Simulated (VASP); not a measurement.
# LiCl: single point with PBE

LiCl:

```
Li Cl
1.0
     0.00000    2.56476    2.64170
     2.56476    0.00000    2.64170
     2.56476    2.56476    0.00000
Li Cl
1 1
Cartesian
  0.0000 0.0000 0.0000
  2.5648 2.5648 2.6417
```

This cell differs from its parent crystal: strain +0.0300 x Voigt [0, 0, 1, 0, 0, 0].

```json
{"Program": "VASP 6.6.1", "Task": "single point", "Functional": "PBE", "Potentials or basis": "VASP PAW PBE potentials, release 64 (Li_sv, Cl)", "Cutoff": "520 eV", "k mesh": "8 × 8 × 8", "Occupations": "gaussian, width 0.05 eV", "Spin": "no spin polarisation", "Dipole correction": "no", "Further INCAR settings": "ALGO = Normal; EDIFF = 1e-07; NBANDS = 12"}
```

The band gap on the k mesh is 6.13 eV.

Levels at points of the mesh, in eV from the valence-band top:
```csv
k point,band 3,band 4,band 5,band 6,band 7,band 8
"(0.00, 0.00, 0.00)",-0.07,-0.07,0.00,6.13,11.70,11.96
"(0.50, 0.00, 0.00)",-2.74,-0.33,-0.25,6.68,9.33,9.55
"(0.50, 0.50, 0.00)",-2.80,-1.04,-1.04,7.82,8.38,11.88
"(0.50, 0.00, 0.50)",-2.81,-1.22,-1.03,7.76,8.25,12.28
```

It took 39 s on 1 thread of Intel Xeon 8259CL, on a shared host, peak memory 0.16 GiB.

Caveat: the cell differs from its parent crystal (strain +0.0300 x Voigt [0, 0, 1, 0, 0, 0]). A k mesh can miss the band edges.
